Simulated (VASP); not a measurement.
# Ta (Fm-3m) in VASP: notebook

Ta is run at these levels: LDA; tasks: single point.

Program: VASP 6.6.1. These are calculated values, not measurements. Logs are shortened: lines on timing, memory, paths and dates and some standing lists are left out, and cuts for length are marked.

**1. The cell of the first run**

Symmetry: Fm-3m, No. 225, cubic system. Conventional cell: a = 4.139 Å, b = 4.139 Å, c = 4.139 Å, α = 90.00°, β = 90.00°, γ = 90.00°. Ta (site symmetry m-3m) has 12 Ta at 2.93 Å within 3.9 Å.

**2. Single point, LDA, non-collinear spin, zero start, spin-orbit coupling**

INCAR reads:

```
ALGO = Normal ; EDIFF = 1E-6
ENCUT = 520 ; GGA = CA
GGA_COMPAT = F ; ISIF = 2
ISMEAR = -1 ; LASPH = T
LCHARG = F ; LMAXMIX = 4
LORBIT = 11 ; LORBMOM = T
LREAL = F ; LSORBIT = T
LWAVE = F ; MAGMOM = 0 0 0
NBANDS = 22 ; NELM = 150
PREC = Accurate ; SIGMA = 0.05
```

KPOINTS reads:

```
k-points
0
Gamma
  17 17 17
```

POSCAR reads:

```
Ta
1.0
    0.0000000000      2.0696628111      2.0696628111
    2.0696628111      0.0000000000      2.0696628111
    2.0696628111      2.0696628111      0.0000000000
Ta
1
Direct
    0.0000000000      0.0000000000      0.0000000000
```

Potentials or basis: VASP PAW LDA potentials, release 64 (Ta_pv).

Launch:

```sh
cat potpaw_LDA.64/Ta_pv/POTCAR > POTCAR
mpirun -np 1 vasp_ncl > vasp.out
```

OUTCAR:

```text
EDIFF = 1E-6
   ENCUT = 520
   GGA = CA
   ISIF = 2
   ISMEAR = -1
   LASPH = T
   LORBIT = 11
   LREAL = F
   LSORBIT = T
   NELM = 150
   PREC = Accurate

 ion  position               nearest neighbor table
   1  0.000  0.000  0.000-

  LATTYP: Found a face centered cubic cell.
 ALAT       =     4.1393256222

  Lattice vectors:

 A1 = (   0.0000000000,   2.0696628111,   2.0696628111)
 A2 = (   2.0696628111,   0.0000000000,   2.0696628111)
 A3 = (   2.0696628111,   2.0696628111,   0.0000000000)

Analysis of symmetry for initial positions (statically):
=====================================================================
 Subroutine PRICEL returns:
 Original cell was already a primitive cell.

 Routine SETGRP: Setting up the symmetry group for a
 face centered cubic supercell.

 Subroutine GETGRP returns: Found 48 space group operations
 (whereof 48 operations were pure point group operations)
 out of a pool of 48 trial point group operations.

The static configuration has the point symmetry O_h .

Analysis of symmetry for dynamics (positions and initial velocities):
=====================================================================
 Subroutine PRICEL returns:
 Original cell was already a primitive cell.

 Routine SETGRP: Setting up the symmetry group for a
 face centered cubic supercell.

 Subroutine GETGRP returns: Found 48 space group operations
 (whereof 48 operations were pure point group operations)
 out of a pool of 48 trial point group operations.

The dynamic configuration has the point symmetry O_h .

Analysis of structural, dynamic, and magnetic symmetry:
=====================================================================
 Subroutine PRICEL returns:
 Original cell was already a primitive cell.

 Routine SETGRP: Setting up the symmetry group for a
 face centered cubic supercell.

 Subroutine GETGRP returns: Found 48 space group operations
 (whereof 48 operations were pure point group operations)
 out of a pool of 48 trial point group operations.

The overall configuration has the point symmetry O_h .

 Subroutine INISYM returns: Found 48 space group operations
 (whereof 48 operations are pure point group operations),
 and found     1 'primitive' translations

----------------------------------------------------------------------------------------

                                     Primitive cell

  volume of cell :      17.7308

  direct lattice vectors                    reciprocal lattice vectors
     0.000000000  2.069662811  2.069662811    -0.241585246  0.241585246  0.241585246
     2.069662811  0.000000000  2.069662811     0.241585246 -0.241585246  0.241585246
     2.069662811  2.069662811  0.000000000     0.241585246  0.241585246 -0.241585246

  length of vectors
     2.926945217  2.926945217  2.926945217     0.418437921  0.418437921  0.418437921

  position of ions in fractional coordinates (direct lattice)
     0.000000000  0.000000000  0.000000000

  ion indices of the primitive-cell ions
   primitive index   ion index
                 1           1

----------------------------------------------------------------------------------------

 KPOINTS: k-points

Automatic generation of k-mesh.
 Grid dimensions read from file:
 generate k-points for:   17   17   17

 Generating k-lattice:

  Cartesian coordinates                     Fractional coordinates (reciprocal lattice)
    -0.014210897  0.014210897  0.014210897     0.058823529  0.000000000  0.000000000
     0.014210897 -0.014210897  0.014210897     0.000000000  0.058823529  0.000000000
     0.014210897  0.014210897 -0.014210897     0.000000000  0.000000000  0.058823529

  Length of vectors
     0.024613995  0.024613995  0.024613995

  Shift w.r.t. Gamma in fractional coordinates (k-lattice)
     0.000000000  0.000000000  0.000000000

 Subroutine IBZKPT returns following result:
 ===========================================

 Found    165 irreducible k-points:

 Following reciprocal coordinates:
            Coordinates               Weight
  0.000000  0.000000  0.000000      1.000000
  0.058824  0.000000  0.000000      8.000000
  0.117647  0.000000  0.000000      8.000000
  0.176471  0.000000  0.000000      8.000000
  0.235294  0.000000  0.000000      8.000000
  0.294118  0.000000  0.000000      8.000000
[... 16 lines left out ...]
 -0.176471  0.058824  0.000000     24.000000
 -0.117647  0.058824  0.000000     24.000000
 [... further k-points ...]
   k-points           NKPTS =    165   k-points in BZ     NKDIM =    165   number of bands    NBANDS=     22
   number of dos      NEDOS =    301   number of ions     NIONS =      1
   total plane-waves  NPLWV =  13824
   dimension x,y,z NGX =    24 NGY =   24 NGZ =   24
   dimension x,y,z NGXF=    48 NGYF=   48 NGZF=   48
   ions per type =               1
   NGX,Y,Z   is equivalent  to a cutoff of  13.63, 13.63, 13.63 a.u.
   NGXF,Y,Z  is equivalent  to a cutoff of  27.26, 27.26, 27.26 a.u.
 SYSTEM =  unknown system
   PREC   = accura    normal or accurate (medium, high low for compatibility)
   ISTART =      0    job   : 0-new  1-cont  2-samecut
   ICHARG =      2    charge: 1-file 2-atom 10-const
   ISPIN  =      1    spin polarized calculation?
   LNONCOLLINEAR =      T non collinear calculations
   LSORBIT =      T    spin-orbit coupling
   LASPH  =      T    aspherical Exc in radial PAW
   ENCUT  =  520.0 eV  38.22 Ry    6.18 a.u.   5.44  5.44  5.44*2*pi/ulx,y,z
   NELM   =    150;   NELMIN=  2; NELMDL= -5     # of ELM steps
   EDIFF  = 0.1E-05   stopping-criterion for ELM
   LREAL  =      F    real-space projection
   EDIFFG = 0.1E-04   stopping-criterion for IOM
   NSW    =      0    number of steps for IOM
   IBRION =     -1    ionic relax: 0-MD 1-quasi-New 2-CG
   NFREE  =      0    steps in history (QN), initial steepest desc. (CG)
   ISIF   =      2    stress and relaxation
   ISYM   =      2    0-nonsym 1-usesym 2-fastsym
   POTIM  = 0.5000    time-step for ionic-motion
   TEBEG  =    0.0;   TEEND  =   0.0 temperature during run
   PSTRESS=    0.0 pullay stress
   NELECT =      11.0000    total number of electrons
   NUPDOWN=      -1.0000    fix difference up-down
   EMIN   =  10.00;   EMAX   =-10.00  energy-range for DOS
   EFERMI =   0.00;   METHOD = LEGACY
   ISMEAR =    -1;   SIGMA  =   0.05  broadening in eV -4-tet -1-fermi 0-gaus
   EFERMI_NEDOS =   21; number of points for ismear=-14 and -15
   IALGO  =     38    algorithm
   IMIX   =      4    mixing-type and parameters
     AMIX     =   0.40;   BMIX     =  1.00
     AMIX_MAG =   1.60;   BMIX_MAG =  1.00
  volume/ion in A,a.u.               =      17.73       119.65
  Fermi-wavevector in a.u.,A,eV,Ry     =   1.396249  2.638528 26.524702  1.949511
  Thomas-Fermi vector in A             =   2.519621
   LORBIT       =     11    0 simple, 1 ext, 2 COOP (PROOUT), +10 PAW based schemes
   GGA     = CA    functional components
   LHFCALC =     F    Hartree Fock is set to
   AEXX    =    0.0000 exact exchange contribution
   IVDW    =     0    specifies the selected vdW correction
   LEPSILON=     F    determine dielectric tensor
   LRPA    =     F    only Hartree local field effects (RPA)
  energy-cutoff  :      520.00
  volume of cell :       17.73
 maximum number of plane-waves:      1062
 NGX is ok and might be reduce to    24
   NGX = 11   NGY = 11   NGZ = 11

 number of electron      11.0000000 magnetization       0.0000000      0.0000000      0.0000000

 number of electron      11.0000000 magnetization      -0.0000000      0.0000000      0.0000000

 number of electron      11.0000000 magnetization       0.0000000     -0.0000000     -0.0000000

 Free energy of the ion-electron system (eV)
  ---------------------------------------------------
  ext. energy  EPLUGINS =         0.00000000
  ---------------------------------------------------
  free energy    TOTEN  =       -13.28466999 eV

  energy without entropy =      -13.27461442  energy(sigma->0) =      -13.27964220

 E-fermi :   5.8851     XC(G=0): -12.8773

 val. band max:        5.8741344925   @ k =  -0.0588   0.0588   0.0000
 cond. band min:       5.9020947660   @ k =   0.3529   0.2353   0.0588
 fundamental gap:      0.0279602734
 Fermi energy:         5.8851109268

 k-point     1 :       0.0000    0.0000    0.0000
  band No.  band energies     occupation
      1     -32.8110      1.00000
      2     -32.8110      1.00000
      3     -24.7399      1.00000
      4     -24.7399      1.00000
      5     -24.7399      1.00000
      6     -24.7399      1.00000
[... 14 lines left out ...]
     21      19.1846      0.00000
     22      19.1846      0.00000

 k-point     2 :       0.0588    0.0000    0.0000
  band No.  band energies     occupation
      1     -32.8226      1.00000
      2     -32.8226      1.00000
      3     -24.7816      1.00000
      4     -24.7816      1.00000
      5     -24.7469      1.00000
      6     -24.7469      1.00000
[... 14 lines left out ...]
     21      19.1845      0.00000
     22      19.1845      0.00000

 k-point     3 :       0.1176    0.0000    0.0000
  band No.  band energies     occupation
      1     -32.8562      1.00000
      2     -32.8562      1.00000
      3     -24.8989      1.00000
      4     -24.8989      1.00000
      5     -24.7670      1.00000
      6     -24.7670      1.00000
[... 14 lines left out ...]
     21      19.7715      0.00000
     22      19.7715      0.00000
[... 476 lines left out ...]
 k-point    23 :      -0.1765    0.0588    0.0000
  band No.  band energies     occupation
      1     -32.9357      1.00000
      2     -32.9357      1.00000
      3     -25.1521      1.00000
      4     -25.1521      1.00000
      5     -24.8263      1.00000
      6     -24.8263      1.00000
[... 14 lines left out ...]
     21      19.9432      0.00000
     22      19.9432      0.00000

 k-point    24 :      -0.1176    0.0588    0.0000
  band No.  band energies     occupation
      1     -32.8809      1.00000
      2     -32.8809      1.00000
      3     -24.9746      1.00000
      4     -24.9746      1.00000
      5     -24.7910      1.00000
      6     -24.7910      1.00000
[... 14 lines left out ...]
     21      20.3269      0.00000
     22      20.3269      0.00000

 [... further k-points ...]

------------------------ aborting loop because EDIFF is reached ----------------------------------------

  FORCE on cell =-STRESS in cart. coord.  units (eV):
  Direction    XX          YY          ZZ          XY          YZ          ZX
  --------------------------------------------------------------------------------------
  -------------------------------------------------------------------------------------
  Total        0.0640636      0.0640636      0.0640636     -0.0000000     -0.0000000      0.0000000
  in kB        5.7888622      5.7888622      5.7888622     -0.0000000     -0.0000000      0.0000000
  external PRESSURE =       5.7888622 kB  Pullay stress =       0.0000000 kB

 VOLUME and BASIS-vectors are now :
 -----------------------------------------------------------------------------
  energy-cutoff  :      520.00
  volume of cell :       17.73
      direct lattice vectors                 reciprocal lattice vectors
     0.000000000  2.069662811  2.069662811    -0.241585246  0.241585246  0.241585246
     2.069662811  0.000000000  2.069662811     0.241585246 -0.241585246  0.241585246
     2.069662811  2.069662811  0.000000000     0.241585246  0.241585246 -0.241585246

 POSITION                                       TOTAL-FORCE (eV/Angst)
 -----------------------------------------------------------------------------------
      0.00000      0.00000      0.00000         0.000000      0.000000      0.000000
 -----------------------------------------------------------------------------------
    total drift:                                0.000000      0.000000     -0.000000

  FREE ENERGIE OF THE ION-ELECTRON SYSTEM (eV)
  ---------------------------------------------------
  free  energy   TOTEN  =       -13.2846699909 eV

  energy  without entropy=      -13.2746144166  energy(sigma->0) =      -13.27964220

 orbital moment (x)

 # of ion     p       d       tot
 ----------------------------------------
  1        -0.000  -0.000  -0.000
 ----------------------------------------
           -0.000  -0.000  -0.000

 orbital moment (y)

 # of ion     p       d       tot
 ----------------------------------------
  1        -0.000  -0.000  -0.000
 ----------------------------------------
           -0.000  -0.000  -0.000

 orbital moment (z)

 # of ion     p       d       tot
 ----------------------------------------
  1         0.000   0.000   0.000
 ----------------------------------------
            0.000   0.000   0.000

 Spin-Orbit-Coupling matrix elements

 Ion:    1  E_soc:     -1.4689610
 l=   1
     0.0000000    -0.2199237    -0.2199237
    -0.2199237     0.0000000    -0.2199237
    -0.2199237    -0.2199237     0.0000000
 l=   2
     0.0000000    -0.0059987     0.0000000    -0.0059987    -0.0189044
    -0.0059987     0.0000000    -0.0141783    -0.0059987    -0.0047261
     0.0000000    -0.0141783     0.0000000    -0.0141783     0.0000000
    -0.0059987    -0.0059987    -0.0141783     0.0000000    -0.0047261
    -0.0189044    -0.0047261     0.0000000    -0.0047261     0.0000000
 l=   3
     0.0000000     0.0000000     0.0000000     0.0000000     0.0000000     0.0000000     0.0000000
     0.0000000     0.0000000     0.0000000     0.0000000     0.0000000     0.0000000     0.0000000
     0.0000000     0.0000000     0.0000000     0.0000000     0.0000000     0.0000000     0.0000000
     0.0000000     0.0000000     0.0000000     0.0000000     0.0000000     0.0000000     0.0000000
     0.0000000     0.0000000     0.0000000     0.0000000     0.0000000     0.0000000     0.0000000
     0.0000000     0.0000000     0.0000000     0.0000000     0.0000000     0.0000000     0.0000000
     0.0000000     0.0000000     0.0000000     0.0000000     0.0000000     0.0000000     0.0000000

 total charge

# of ion       s       p       d       tot
------------------------------------------
    1        0.388   6.178   2.413   8.980

 magnetization (x)

# of ion       s       p       d       tot
------------------------------------------
    1        0.000   0.000   0.000   0.000

 magnetization (y)

# of ion       s       p       d       tot
------------------------------------------
    1       -0.000   0.000   0.000   0.000

 magnetization (z)

# of ion       s       p       d       tot
------------------------------------------
    1       -0.000   0.000   0.000   0.000
```

Run time: 2.2 min. Hardware: 1 thread of Intel Xeon Platinum 8375C at 2.90GHz (Ice Lake), shared host; peak memory 0.24 GiB.

Results:

```
Free energy                                           : -13.2847 eV
Pressure                                              : 0.6 GPa
Net moment                                            : 0.00 μB per cell
Valence electrons inside the program's atomic spheres : Ta 8.98
```

Moments on the atoms (μB; x, y, z):
```
Ta  0.00 0.00 0.00
```

(Continued in part 2 of 2.)
